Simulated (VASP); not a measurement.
Here is a VASP 6.6.1 calculation.

File INCAR:

```
ALGO = Normal
EDIFF = 1E-8
ENCUT = 520
GGA = CA
IBRION = 8
ISIF = 2
ISMEAR = 0
LASPH = True
LCHARG = False
LEPSILON = True
LREAL = False
LWAVE = False
NBANDS = 11
NELM = 80
NSW = 1
PREC = Accurate
SIGMA = 0.01
```

Contents of KPOINTS:

```
k-points
0
Gamma
  8 8 8
```

POSCAR

```
SiC
1.0
    0.0000000000      2.1645000000      2.1645000000
    2.1645000000      0.0000000000      2.1645000000
    2.1645000000      2.1645000000      0.0000000000
Si C
1 1
Direct
    0.0000000000      0.0000000000      0.0000000000
    0.2500000000      0.2500000000      0.2500000000
```

Potentials or basis: VASP PAW LDA potentials, release 64 (Si, C).

Run with:

```sh
$ cat potpaw_LDA.64/Si/POTCAR potpaw_LDA.64/C/POTCAR > POTCAR
$ mpirun -np 1 vasp_std > vasp.out
```

Q: What does it give for the electronic dielectric tensor (diagonal)?

A: 7.09.

Q: Predict the Born charges (mean of the diagonal).

A: Si +2.72; C -2.72 e.

Q: Predict the highest phonon frequency at Γ, LO-TO splitting left out.

A: 798 cm⁻¹.

Born effective charge tensors (e):
atom 1, Si
```
2.72 0.00 0.00
0.00 2.72 0.00
0.00 0.00 2.72
```
atom 2, C
```
-2.72  0.00  0.00
 0.00 -2.72  0.00
 0.00  0.00 -2.72
```
